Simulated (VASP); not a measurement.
A run of VASP 6.6.1 is set up as follows.

INCAR

```
ALGO = Normal ; EDIFF = 1E-8
ENCUT = 400 ; GGA = PS
GGA_COMPAT = F ; ISIF = 2
ISMEAR = -1 ; LASPH = T
LCHARG = F ; LEFG = T
LREAL = F ; LWAVE = F
NBANDS = 47 ; NELM = 120
PREC = Accurate ; SIGMA = 0.05
```

KPOINTS

```
k-points
0
Gamma
  5 5 5
```

Contents of POSCAR:

```
Cs2SnI6
1.0
    0.0000000000      5.8138000000      5.8138000000
    5.8138000000      0.0000000000      5.8138000000
    5.8138000000      5.8138000000      0.0000000000
Cs Sn I
2 1 6
Direct
    0.2500000000      0.2500000000      0.2500000000
    0.7500000000      0.7500000000      0.7500000000
    0.0000000000      0.0000000000      0.0000000000
    0.7529570405      0.2470429595      0.2470429595
    0.2470429595      0.7529570405      0.2470429595
    0.2470429595      0.7529570405      0.7529570405
    0.7529570405      0.2470429595      0.7529570405
    0.2470429595      0.2470429595      0.7529570405
    0.7529570405      0.7529570405      0.2470429595
```

Potentials or basis: VASP PAW PBE potentials, release 64 (Cs_sv, Sn_d, I).

The run is started by

```bash
$ cat potpaw_PBE.64/Cs_sv/POTCAR potpaw_PBE.64/Sn_d/POTCAR potpaw_PBE.64/I/POTCAR > POTCAR
$ mpirun -np 1 vasp_std > vasp.out
```

Problem. Estimate the largest force.

Solution. 0.012 eV/Å.

Problem. Predict the band gap on the k mesh.

Solution. Zero (filled and empty bands touch).

Problem. What does it give for the pressure?

Solution. -0.2 GPa.

Forces in eV/Å, atoms in the order of the input:
```
Cs   0.000  0.000  0.000
Cs   0.000  0.000  0.000
Sn   0.000  0.000  0.000
I    0.012  0.000  0.000
I    0.000  0.012  0.000
I   -0.012  0.000  0.000
I    0.000 -0.012  0.000
I    0.000  0.000  0.012
I    0.000  0.000 -0.012
```

Caveat: without QUAD_EFG the Cq values of the log hold for a quadrupole moment of 1 mb, not for the nuclei; the PAW data sets were made with another functional, which shifts forces and pressure a little; spin-orbit coupling is left out, which moves the levels of the heavy elements.
